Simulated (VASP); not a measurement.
Write the native input for VASP 6.6.1 that does the following.

```yaml
Task: relaxation of cell and atoms
Functional: PBE
Potentials_or_basis: VASP PAW PBE potentials, release 64 (Sc_sv, Al, As)
Cutoff: 600 eV
k_mesh: 4 × 4 × 4
Occupations: gaussian, width 0.1 eV
Spin: no spin polarisation
Dipole_correction: no
Further_INCAR_settings: ALGO = Normal; EDIFF = 1e-07; IBRION = 2; EDIFFG = -0.04; NSW = 90; ISIF = 3
```

The structure of ScAl4As lies in POSCAR:

```
ScAl4As
1.0
    0.0000000000      3.7925304700      3.7925304700
    3.7925304700      0.0000000000      3.7925304700
    3.7925304700      3.7925304700      0.0000000000
Sc Al As
1 4 1
Direct
    0.5000000000      0.5000000000      0.5000000000
    0.0972083000      0.0972083000      0.0972083000
    0.0972083000      0.0972083000      0.7083750900
    0.0972083000      0.7083750900      0.0972083000
    0.7083750900      0.0972083000      0.0972083000
    0.2500000000      0.2500000000      0.2500000000
```

The input as run:

INCAR

```
  ALGO = Normal
  EDIFF = 1E-7
  EDIFFG = -0.04
  ENCUT = 600
  GGA = PE
  IBRION = 2
  ISIF = 3
  ISMEAR = 0
  LASPH = T
  LCHARG = F
  LREAL = F
  LWAVE = F
  NELM = 100
  NSW = 90
  PREC = Accurate
  SIGMA = 0.1
```

KPOINTS

```
k-points
0
Gamma
  4 4 4
```

Potentials or basis: VASP PAW PBE potentials, release 64 (Sc_sv, Al, As).

Command:

```console
$ cat potpaw_PBE.64/Sc_sv/POTCAR potpaw_PBE.64/Al/POTCAR potpaw_PBE.64/As/POTCAR > POTCAR
$ mpirun -np 1 vasp_std > vasp.out
```

It gave:

- Relaxed volume: 31.08 Å³/atom
- Relaxed cell: a = 6.413 Å, b = 6.413 Å, c = 6.413 Å, α = 60.00°, β = 60.00°, γ = 60.00°
- Space group after relaxing (to 0.05 Å): F-43m (No. 216)
- Energy gained by relaxing: 1621.3 meV/atom
- Ionic steps: 10
- Pressure after relaxing: 0.0 GPa
- Band gap on the k mesh: zero (band 14 reaches 2.89 eV, above the bottom of band 15 at 1.94 eV)

Caveat: the volume moved by over 15 % at a fixed basis, so the end points are rough.

It took 5.5 min on 1 thread of Intel(R) Xeon(R) 6975P-C (Granite Rapids) (shared host), peak memory 0.34 GiB.
